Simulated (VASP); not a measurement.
LiO3 (ReO3 type): single point with PBE

LiO3 (ReO3 type):

```xyz
4
Lattice="3.5848 0.0000 0.0000 0.0000 3.5848 0.0000 0.0000 0.0000 3.5848" Properties=species:S:1:pos:R:3 pbc="T T T"
Li    0.0000    0.0000    0.0000
O     1.7924    0.0000    0.0000
O     0.0000    1.7924    0.0000
O     0.0000    0.0000    1.7924
```

- Program: VASP 6.6.1
- Task: single point
- Functional: PBE
- Potentials or basis: VASP PAW PBE potentials, release 64 (Li_sv, O)
- Cutoff: 520 eV
- k mesh: 10 × 10 × 10
- Occupations: fermi-dirac, width 0.0612256 eV
- Spin: no spin polarisation

| Quantity | Value |
| --- | --- |
| Band gap on the k mesh | zero (an odd number of electrons rules out a gap without spin polarisation) |

Levels at points of the mesh, in eV from the Fermi level:
| k point | band 7 | band 8 | band 9 | band 10 | band 11 | band 12 | band 13 | band 14 | band 15 | band 16 |
| --- | --- | --- | --- | --- | --- | --- | --- | --- | --- | --- |
| (0.00, 0.00, 0.00) | -3.35 | -0.22 | -0.22 | -0.22 | 0.42 | 0.42 | 0.42 | 9.53 | 17.41 | 17.41 |
| (0.50, 0.00, 0.00) | -1.62 | -1.12 | -0.84 | -0.84 | -0.55 | 0.21 | 0.21 | 12.05 | 14.04 | 18.98 |
| (0.50, 0.50, 0.00) | -1.98 | -1.03 | -1.03 | -0.78 | -0.78 | 0.19 | 0.85 | 12.98 | 15.49 | 15.49 |
| (0.50, 0.50, 0.50) | -2.72 | -2.72 | 0.21 | 0.21 | 0.87 | 0.87 | 0.87 | 11.68 | 16.20 | 16.20 |

Wall time 54 s on 1 thread of Intel Xeon 8259CL, with other jobs on the host, peak memory 0.17 GiB.

Caveat: an odd number of electrons without spin polarisation forces a metal; a magnetic or distorted state may lie lower.
